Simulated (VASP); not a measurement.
Set up this calculation in VASP 6.6.1, as the native input.

- Task: single point
- Functional: PBE0
- Potentials or basis: VASP PAW PBE potentials, release 64 (As)
- Cutoff: 520 eV
- k mesh: 8 × 8 × 8
- Occupations: fermi-dirac, width 0.05 eV
- Spin: no spin polarisation
- Dipole correction: no
- Grid for exact exchange (PRECFOCK): Normal
- Further INCAR settings: ALGO = Normal; EDIFF = 1e-06; NBANDS = 8
- Share of exact exchange: 0.25

The system is As.

```
As
1.0
     2.70368    0.00000    0.00000
     0.00000    2.70368    0.00000
     0.00000    0.00000    2.70368
As
1
Direct
  0.50000 0.50000 0.50000
```

This isn't the form of As at room conditions, which is rhombohedral.

The input as run:

POSCAR

```
As
1.0
    2.7036817444      0.0000000000      0.0000000000
    0.0000000000      2.7036817444      0.0000000000
    0.0000000000      0.0000000000      2.7036817444
As
1
Direct
    0.5000000000      0.5000000000      0.5000000000
```

INCAR.step1

```
ALGO = Normal ; EDIFF = 1E-5
ENCUT = 520 ; GGA = PE
ISIF = 2 ; ISMEAR = -1
LASPH = T ; LREAL = F
LWAVE = T ; NBANDS = 8
NELM = 60 ; PREC = Accurate
SIGMA = 0.05
```

INCAR.step2

```
AEXX = 0.25 ; ALGO = Normal
EDIFF = 1E-6 ; ENCUT = 520
GGA = PE ; ISIF = 2
ISMEAR = -1 ; ISTART = 1
LASPH = T ; LCHARG = T
LELF = T ; LHFCALC = T
LREAL = F ; LVHAR = T
LWAVE = F ; NBANDS = 8
NELM = 60 ; PREC = Accurate
PRECFOCK = Normal ; SIGMA = 0.05
```

KPOINTS

```
k-points
0
Gamma
  8 8 8
```

Potentials or basis: VASP PAW PBE potentials, release 64 (As).

Run with:

```sh
$ cat potpaw_PBE.64/As/POTCAR > POTCAR
$ cp INCAR.step1 INCAR
$ mpirun -np 1 vasp_std > vasp.out
$ cp INCAR.step2 INCAR
$ mpirun -np 1 vasp_std > vasp.out
```

Results of the run:

```yaml
Pressure: -0.6 GPa
Band_gap_on_the_k_mesh: zero (an odd number of electrons rules out a gap without spin polarisation)
```

Caveat: the PAW data sets were made with another functional, which shifts forces and pressure a little.

Wall time 8.6 min on 1 thread of Intel Xeon 8259CL, on a shared host, peak memory 0.15 GiB.
